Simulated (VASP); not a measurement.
A run of VASP 6.6.1 is set up as follows.

INCAR

```
SYSTEM = P
ALGO = Normal ; EDIFF = 1E-6
ENCUT = 520 ; GGA = PE
ISIF = 2 ; ISMEAR = 0
IVDW = 12 ; LASPH = .True.
LCHARG = .True. ; LELF = .True.
LREAL = .False. ; LVHAR = .True.
LWAVE = .False. ; NBANDS = 18
NELM = 100 ; PREC = Accurate
SIGMA = 0.15
```

Contents of KPOINTS:

```
k-points
0
Gamma
  16 16 12
  0 0 0
```

POSCAR

```
P
1.0
    1.7080826954     -5.2393779153      0.0000000000
    1.7080826954      5.2393779153      0.0000000000
    0.0000000000      0.0000000000      3.9415555415
P
4
Direct
    0.1063803446      0.8936196554      0.9280972034
    0.6063803446      0.3936196554      0.5719027966
    0.8936196554      0.1063803446      0.0719027966
    0.3936196554      0.6063803446      0.4280972034
```

Potentials or basis: VASP PAW PBE potentials, release 64 (P).

Command:

```bash
$ cat potpaw_PBE.64/P/POTCAR > POTCAR
$ mpirun -np 1 vasp_std > vasp.out
```

**Question.** Predict the largest force.

**Answer.** 0.707 eV/Å.

**Question.** What does it give for the pressure?

**Answer.** -1.1 GPa.

**Question.** Predict the dispersion energy per atom.

**Answer.** -0.399 eV.

Stress tensor (GPa, compression positive):
```
-1.98  0.00  0.00
 0.00 -5.21  0.00
 0.00  0.00  3.81
```

Caveat: the stress differs along the axes, from -5 to 4 GPa.
